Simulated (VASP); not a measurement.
Set up this calculation in VASP 6.6.1, as the native input.

* Task: single point
* Functional: PBEsol
* Potentials or basis: VASP PAW PBE potentials, release 64 (Y_sv)
* Cutoff: 520 eV
* k mesh: 18 × 18 × 8
* Occupations: gaussian, width 0.15 eV
* Spin: no spin polarisation
* Dipole correction: no
* Further INCAR settings: ALGO = Fast; EDIFF = 1e-06; NBANDS = 18

The structure of Y lies in POSCAR:

```
Y
1.0
    3.7427867180      0.0000000000      0.0000000000
   -1.8713933590      3.2413483788      0.0000000000
    0.0000000000      0.0000000000      5.7474000000
Y
2
Direct
    0.3333333333      0.6666666667      0.2500000000
    0.6666666667      0.3333333333      0.7500000000
```

This cell differs from its parent crystal: strain +0.025 along x and y, +0.000 along z.

The input as run:

INCAR

```
SYSTEM = Y
PREC = Accurate
ENCUT = 520
EDIFF = 1E-6
ISMEAR = 0
SIGMA = 0.15
LREAL = .False.
LASPH = .True.
NELM = 60
ALGO = Fast
ISIF = 2
LWAVE = .False.
LCHARG = .False.
GGA = PS
NBANDS = 18
```

KPOINTS

```
Automatic mesh
0
Gamma
  18 18 8
  0 0 0
```

Potentials or basis: VASP PAW PBE potentials, release 64 (Y_sv).

Run with:

```bash
$ cat potpaw_PBE.64/Y_sv/POTCAR > POTCAR
$ mpirun -np 1 vasp_std > vasp.out
```

Results of the run:

The pressure is -4.0 GPa and the band gap on the k mesh is zero (bands 11 and 12 overlap by 1.50 eV).

Caveat: the cell differs from its parent crystal (strain +0.025 along x and y, +0.000 along z); the cell stands under tension; the PAW data sets were made with another functional, which shifts forces and pressure a little.

Run time: 6.9 min on 1 thread of Oxide Virtual Turin-like Processor, on a shared host, peak memory 0.32 GiB.
